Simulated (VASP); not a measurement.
# HfRe (P6/mmm) in VASP: notebook

Runs on HfRe. Level: PBEsol. Tasks: single point.

All numbers are computed with VASP 6.6.1; they aren't measurements. Logs are shortened: lines on timing, memory, paths and dates and some standing lists are left out, and cuts for length are marked.

### Step 1. The cell of the first run

It takes space group P6/mmm (No. 191, hexagonal). The conventional cell has a = 2.825 Å, b = 2.825 Å, c = 5.643 Å, α = 90.00°, β = 90.00°, γ = 120.00°. Within 3.7 Å of Hf (site symmetry 6/mmm) lie 2 Re at 2.82 Å and 6 Hf at 2.83 Å. Re (site symmetry 6/mmm) has 2 Hf at 2.82 Å and 6 Re at 2.83 Å within 3.7 Å.

### Step 2. Single point, PBEsol, non-collinear spin, zero start, spin-orbit coupling

The input, INCAR:

```
  PREC = Accurate
  ENCUT = 520
  EDIFF = 1E-6
  ISMEAR = 0
  SIGMA = 0.1
  LREAL = False
  LASPH = True
  NELM = 150
  ALGO = Normal
  ISIF = 2
  LWAVE = False
  LCHARG = False
  LNONCOLLINEAR = True
  MAGMOM = 0 0 0 0 0 0
  LORBIT = 11
  LSORBIT = True
  GGA_COMPAT = False
  LORBMOM = True
  LMAXMIX = 4
  GGA = PS
  NBANDS = 29
```

The input, KPOINTS:

```
Automatic mesh
0
Gamma
  9 9 4
```

The input, POSCAR:

```
HfRe
1.0
    2.8251975000      0.0000000000      0.0000000000
   -1.4125987500      2.4466928000      0.0000000000
    0.0000000000      0.0000000000      5.6430442500
Hf Re
1 1
Direct
    0.0000000000      0.0000000000      0.0000000000
    0.0000000000      0.0000000000      0.5000000000
```

Potentials or basis: VASP PAW PBE potentials, release 64 (Hf_pv, Re).

On the command line:

```sh
$ cat potpaw_PBE.64/Hf_pv/POTCAR potpaw_PBE.64/Re/POTCAR > POTCAR
$ mpirun -np 1 vasp_ncl > vasp.out
```

OUTCAR:

```text
PREC = Accurate
   ENCUT = 520
   EDIFF = 1E-6
   ISMEAR = 0
   LREAL = False
   LASPH = True
   NELM = 150
   ISIF = 2
   LNONCOLLINEAR = True
   LORBIT = 11
   LSORBIT = True
   GGA = PS

 ion  position               nearest neighbor table
   1  0.000  0.000  0.000-   2 2.82   2 2.82
   2  0.000  0.000  0.500-   1 2.82   1 2.82

  LATTYP: Found a hexagonal cell.
 ALAT       =     2.8251975000
 C/A-ratio  =     1.9973981465

  Lattice vectors:

 A1 = (   2.8251975000,   0.0000000000,   0.0000000000)
 A2 = (  -1.4125987500,   2.4466928000,   0.0000000000)
 A3 = (   0.0000000000,   0.0000000000,   5.6430442500)

Analysis of symmetry for initial positions (statically):
=====================================================================
 Subroutine PRICEL returns:
 Original cell was already a primitive cell.

 Routine SETGRP: Setting up the symmetry group for a
 hexagonal supercell.

 Subroutine GETGRP returns: Found 24 space group operations
 (whereof 24 operations were pure point group operations)
 out of a pool of 24 trial point group operations.

The static configuration has the point symmetry D_6h.

Analysis of symmetry for dynamics (positions and initial velocities):
=====================================================================
 Subroutine PRICEL returns:
 Original cell was already a primitive cell.

 Routine SETGRP: Setting up the symmetry group for a
 hexagonal supercell.

 Subroutine GETGRP returns: Found 24 space group operations
 (whereof 24 operations were pure point group operations)
 out of a pool of 24 trial point group operations.

The dynamic configuration has the point symmetry D_6h.

Analysis of structural, dynamic, and magnetic symmetry:
=====================================================================
 Subroutine PRICEL returns:
 Original cell was already a primitive cell.

 Routine SETGRP: Setting up the symmetry group for a
 hexagonal supercell.

 Subroutine GETGRP returns: Found 24 space group operations
 (whereof 24 operations were pure point group operations)
 out of a pool of 24 trial point group operations.

The overall configuration has the point symmetry D_6h.

 Subroutine INISYM returns: Found 24 space group operations
 (whereof 24 operations are pure point group operations),
 and found     1 'primitive' translations

----------------------------------------------------------------------------------------

                                     Primitive cell
[... 943 lines left out ...]
 -----------------------------------------------------------------------------------
    total drift:                                0.000000      0.000000      0.000000

  FREE ENERGIE OF THE ION-ELECTRON SYSTEM (eV)
  ---------------------------------------------------
  free  energy   TOTEN  =       -23.1234760408 eV

  energy  without entropy=      -23.1068789344  energy(sigma->0) =      -23.11517749

 orbital moment (x)

 # of ion     p       d       tot
 ----------------------------------------
  1         0.000  -0.000  -0.000
  2        -0.000   0.000   0.000
 ----------------------------------------
            0.000   0.000   0.000

 orbital moment (y)

 # of ion     p       d       tot
 ----------------------------------------
  1        -0.000   0.000   0.000
  2        -0.000   0.000   0.000
 ----------------------------------------
           -0.000   0.000   0.000

 orbital moment (z)

 # of ion     p       d       tot
 ----------------------------------------
  1         0.000   0.000   0.000
  2         0.000   0.000   0.000
 ----------------------------------------
            0.000   0.000   0.000

 Spin-Orbit-Coupling matrix elements

 Ion:    1  E_soc:     -1.3958120
 l=   1
     0.0000000    -0.2222402    -0.2275604
    -0.2222402     0.0000000    -0.2222402
    -0.2275604    -0.2222402     0.0000000
 l=   2
     0.0000000    -0.0015967     0.0000000    -0.0015967    -0.0052634
    -0.0015967     0.0000000    -0.0067406    -0.0007340    -0.0015967
     0.0000000    -0.0067406     0.0000000    -0.0067406     0.0000000
    -0.0015967    -0.0007340    -0.0067406     0.0000000    -0.0015967
    -0.0052634    -0.0015967     0.0000000    -0.0015967     0.0000000
 l=   3
     0.0000000     0.0000000     0.0000000     0.0000000     0.0000000     0.0000000     0.0000000
     0.0000000     0.0000000     0.0000000     0.0000000     0.0000000     0.0000000     0.0000000
     0.0000000     0.0000000     0.0000000     0.0000000     0.0000000     0.0000000     0.0000000
     0.0000000     0.0000000     0.0000000     0.0000000     0.0000000     0.0000000     0.0000000
     0.0000000     0.0000000     0.0000000     0.0000000     0.0000000     0.0000000     0.0000000
     0.0000000     0.0000000     0.0000000     0.0000000     0.0000000     0.0000000     0.0000000
     0.0000000     0.0000000     0.0000000     0.0000000     0.0000000     0.0000000     0.0000000

 Ion:    2  E_soc:     -0.6607898
 l=   1
     0.0000000    -0.0290971    -0.0354259
    -0.0290971     0.0000000    -0.0290971
    -0.0354259    -0.0290971     0.0000000
 l=   2
     0.0000000    -0.0142796     0.0000000    -0.0142796    -0.0618270
    -0.0142796     0.0000000    -0.0525919    -0.0126457    -0.0142796
     0.0000000    -0.0525919     0.0000000    -0.0525919     0.0000000
    -0.0142796    -0.0126457    -0.0525919     0.0000000    -0.0142796
    -0.0618270    -0.0142796     0.0000000    -0.0142796     0.0000000
 l=   3
     0.0000000     0.0000000     0.0000000     0.0000000     0.0000000     0.0000000     0.0000000
     0.0000000     0.0000000     0.0000000     0.0000000     0.0000000     0.0000000     0.0000000
     0.0000000     0.0000000     0.0000000     0.0000000     0.0000000     0.0000000     0.0000000
     0.0000000     0.0000000     0.0000000     0.0000000     0.0000000     0.0000000     0.0000000
     0.0000000     0.0000000     0.0000000     0.0000000     0.0000000     0.0000000     0.0000000
     0.0000000     0.0000000     0.0000000     0.0000000     0.0000000     0.0000000     0.0000000
     0.0000000     0.0000000     0.0000000     0.0000000     0.0000000     0.0000000     0.0000000

 total charge

# of ion       s       p       d       tot
------------------------------------------
    1        0.435   6.437   1.838   8.711
    2        0.586   0.455   4.642   5.683
--------------------------------------------------
tot          1.021   6.893   6.480  14.394

 magnetization (x)

# of ion       s       p       d       tot
------------------------------------------
    1        0.000   0.000  -0.000  -0.000
    2        0.000  -0.000   0.000   0.000
--------------------------------------------------
tot          0.000  -0.000   0.000   0.000

 magnetization (y)

# of ion       s       p       d       tot
------------------------------------------
    1        0.000   0.000   0.000   0.000
    2        0.000  -0.000   0.000  -0.000
--------------------------------------------------
tot          0.000  -0.000   0.000   0.000

 magnetization (z)

# of ion       s       p       d       tot
------------------------------------------
    1       -0.000   0.000  -0.000  -0.000
    2        0.000  -0.000  -0.000  -0.000
--------------------------------------------------
tot         -0.000   0.000  -0.000  -0.000
```

OSZICAR:

```text
N       E                     dE             d eps       ncg     rms          rms(c)
DAV:   1     0.586290506108E+02    0.58629E+02   -0.85818E+03  4128   0.129E+03
DAV:   2    -0.210175409257E+02   -0.79647E+02   -0.73577E+02  3763   0.433E+02
DAV:   3    -0.244853073552E+02   -0.34678E+01   -0.32545E+01  3880   0.670E+01
DAV:   4    -0.245730580193E+02   -0.87751E-01   -0.86077E-01  3480   0.780E+00
DAV:   5    -0.245762175551E+02   -0.31595E-02   -0.31426E-02  3536   0.203E+00    0.683E+01
DAV:   6    -0.254021140702E+02   -0.82590E+00   -0.16788E+01  3960   0.570E+01    0.195E+01
DAV:   7    -0.255961375718E+02   -0.19402E+00   -0.15268E+01  3936   0.573E+01    0.436E+01
DAV:   8    -0.238122371597E+02    0.17839E+01   -0.31621E+00  3790   0.382E+01    0.702E+00
DAV:   9    -0.234325931575E+02    0.37964E+00   -0.94774E+00  3407   0.523E+00    0.340E+00
DAV:  10    -0.231240658158E+02    0.30853E+00   -0.13708E+00  3722   0.196E+00    0.103E+00
DAV:  11    -0.231240408085E+02    0.25007E-04   -0.22814E-03  3831   0.633E-01    0.747E-01
DAV:  12    -0.231235542621E+02    0.48655E-03   -0.88317E-04  3538   0.238E-01    0.319E-01
DAV:  13    -0.231234767629E+02    0.77499E-04   -0.21073E-04  3621   0.177E-01    0.775E-02
DAV:  14    -0.231234770191E+02   -0.25629E-06   -0.12628E-05  3399   0.327E-02    0.646E-02
DAV:  15    -0.231234760408E+02    0.97838E-06   -0.56773E-07  1736   0.210E-02
   1 F= -.23123476E+02 E0= -.23115177E+02  d E =-.165971E-01  mag=     0.0000    -0.0000    -0.0000
```

stdout:

```text
POSCAR found type information on POSCAR HfRe
 POSCAR found :  2 types and       2 ions
 scaLAPACK will be used
 -----------------------------------------------------------------------------
|                                                                             |
|                                                                             |
|     You enforced a specific xc type in the INCAR file but a different       |
|     I HOPE YOU KNOW WHAT YOU ARE DOING!                                     |
|                                                                             |
 -----------------------------------------------------------------------------

 LDA part: xc-table for (Slater+PW92), standard interpolation
 POSCAR, INCAR and KPOINTS ok, starting setup
 FFT: planning ... GRIDC
 FFT: planning ... GRID_SOFT
 FFT: planning ... GRID
 WAVECAR not read
 entering main loop
 the old and the new charge density differ
 old charge density:    17.00000 new   17.00053
    0.702E+00
 the old and the new charge density differ
 old charge density:    17.00053 new   17.00010
    0.340E+00
```

It took 2.1 min on 1 thread of Oxide Virtual Turin-like, shared host; peak memory 0.26 GiB.

Results:

- Free energy: -23.1235 eV
- Pressure: -11.0 GPa
- Net moment: 0.00 μB per cell
- Valence electrons inside the program's atomic spheres: Hf 8.71; Re 5.68

Moments on the atoms (μB; x, y, z):
```
Hf  0.00 0.00 0.00
Re  0.00 0.00 0.00
```

Caveat: the stress differs along the axes, from -23 to -5 GPa; the PAW data sets were made with another functional, which shifts forces and pressure a little.

### Step 3. Single point, PBEsol, non-collinear spin, zero start, spin-orbit coupling

The input, INCAR:

```
SYSTEM = HfRe
ALGO = Fast
EDIFF = 1E-7
ENCUT = 520
GGA = PS
GGA_COMPAT = .False.
ISIF = 2
ISMEAR = 0
LASPH = .True.
LCHARG = .True.
LMAXMIX = 4
LORBIT = 11
LORBMOM = .True.
LREAL = .False.
LSORBIT = .True.
LVHAR = .True.
LWAVE = .False.
MAGMOM = 0 0 0 0 0 0
NBANDS = 29
NELM = 150
PREC = Accurate
SIGMA = 0.1
```

The input, KPOINTS:

```
k-points
0
Gamma
  9 9 4
  0 0 0
```

POSCAR is that of step 2.

Potentials or basis: VASP PAW PBE potentials, release 64 (Hf_pv, Re).

On the command line:

```sh
$ cat potpaw_PBE.64/Hf_pv/POTCAR potpaw_PBE.64/Re/POTCAR > POTCAR
$ mpirun -np 1 vasp_ncl > vasp.out
```

Wall time 2.4 min (1 thread of Oxide Virtual Turin-like, shared host); peak memory 0.26 GiB.

The run converged. Its results:

| Item | Value |
| --- | --- |
| Free energy | -23.1235 eV |
| Pressure | -10.9 GPa |
| Net moment | 0.00 μB per cell |
| Valence electrons inside the program's atomic spheres | Hf 8.71; Re 5.68 |

Stress tensor (GPa, compression positive):
```
 -4.96   0.00   0.00
  0.00  -4.96   0.00
  0.00   0.00 -22.83
```

Moments on the atoms (μB; x, y, z):
```
Hf  0.00 0.00 0.00
Re  0.00 0.00 0.00
```

Caveat: the stress differs along the axes, from -23 to -5 GPa; the PAW data sets were made with another functional, which shifts forces and pressure a little.
